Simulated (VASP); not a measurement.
Write the native input for VASP 6.6.1 that does the following.

```yaml
Task: single point
Functional: PBE
Dispersion: D3(BJ)
Potentials_or_basis: VASP PAW PBE potentials, release 64 (Cd, I)
Cutoff: 500 eV
k_mesh: 9 × 9 × 4
Occupations: gaussian, width 0.05 eV
Spin: no spin polarisation
Dipole_correction: no
Further_INCAR_settings: ALGO = Normal; EDIFF = 1e-06; NBANDS = 20
```

The structure of CdI2 lies in POSCAR:

```
CdI2
1.0
    4.4561991755      0.0000000000      0.0000000000
   -2.2280995877      3.8591816903      0.0000000000
    0.0000000000      0.0000000000      6.6875250000
Cd I
1 2
Direct
    0.0000000000      0.0000000000      0.0000000000
    0.3333333333      0.6666666667      0.2492000000
    0.6666666667      0.3333333333      0.7508000000
```

This cell differs from its parent crystal: strain +0.050 along x and y, -0.025 along z.

One way to write it, as run:

INCAR

```
  PREC = Accurate
  ENCUT = 500
  EDIFF = 1E-6
  ISMEAR = 0
  SIGMA = 0.05
  LREAL = False
  LASPH = True
  NELM = 120
  ALGO = Normal
  ISIF = 2
  LWAVE = False
  LCHARG = False
  GGA = PE
  IVDW = 12
  NBANDS = 20
  GGA_COMPAT = False
```

KPOINTS

```
Automatic mesh
0
Gamma
  9 9 4
```

Potentials or basis: VASP PAW PBE potentials, release 64 (Cd, I).

Launch:

```bash
$ cat potpaw_PBE.64/Cd/POTCAR potpaw_PBE.64/I/POTCAR > POTCAR
$ mpirun -np 1 vasp_std > vasp.out
```

It gave:

```json
{"Pressure": "-1.8 GPa", "Largest force": "0.088 eV/Å", "Band gap on the k mesh": "1.92 eV", "Dispersion energy per atom": "-0.307 eV"}
```

Caveat: the cell differs from its parent crystal (strain +0.050 along x and y, -0.025 along z); spin-orbit coupling is left out, which moves the levels of the heavy elements; an odd mesh through Γ misses points on the zone boundary, where band edges can lie.

Run time: 28 s on 1 thread of Intel(R) Xeon(R) 6975P-C (Granite Rapids), on a shared host, peak memory 0.27 GiB.
